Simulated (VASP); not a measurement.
Input of a VASP 6.6.1 run:

Contents of INCAR:

```
PREC = Accurate
ENCUT = 520
EDIFF = 1E-7
ISMEAR = -1
SIGMA = 0.05
LREAL = False
LASPH = True
NELM = 60
ALGO = Normal
ISIF = 2
LWAVE = False
LCHARG = False
GGA = B5
ALDAX = 1.0
AGGAX = 1.0
AGGAC = 1.0
ALDAC = 0.0
NBANDS = 33
```

KPOINTS

```
Automatic mesh
0
Gamma
  10 10 10
```

File POSCAR:

```
TiO2
1.0
   -1.9096794248      1.9096794248      4.9196447861
    1.9096794248     -1.9096794248      4.9196447861
    1.9096794248      1.9096794248     -4.9196447861
Ti O
2 4
Direct
    0.7500000000      0.2500000000      0.5000000000
    0.0000000000      0.0000000000      0.0000000000
    0.7945323206      0.7945323206      0.0000000000
    0.5445323206      0.0445323206      0.5000000000
    0.9554676794      0.4554676794      0.5000000000
    0.2054676794      0.2054676794      0.0000000000
```

Potentials or basis: VASP PAW PBE potentials, release 64 (Ti_sv, O).

Launch:

```sh
$ cat potpaw_PBE.64/Ti_sv/POTCAR potpaw_PBE.64/O/POTCAR > POTCAR
$ mpirun -np 1 vasp_std > vasp.out
```

Question: What does it give for the pressure?

Answer: 0.9 GPa.

Question: What does it give for the largest force?

Answer: 0.020 eV/Å.

Forces on the atoms (eV/Å):
```
Ti   0.000  0.000  0.000
Ti   0.000  0.000  0.000
O    0.000  0.000 -0.020
O    0.000  0.000 -0.020
O    0.000  0.000  0.020
O    0.000  0.000  0.020
```

Caveat: the PAW data sets were made with another functional, which shifts forces and pressure a little.
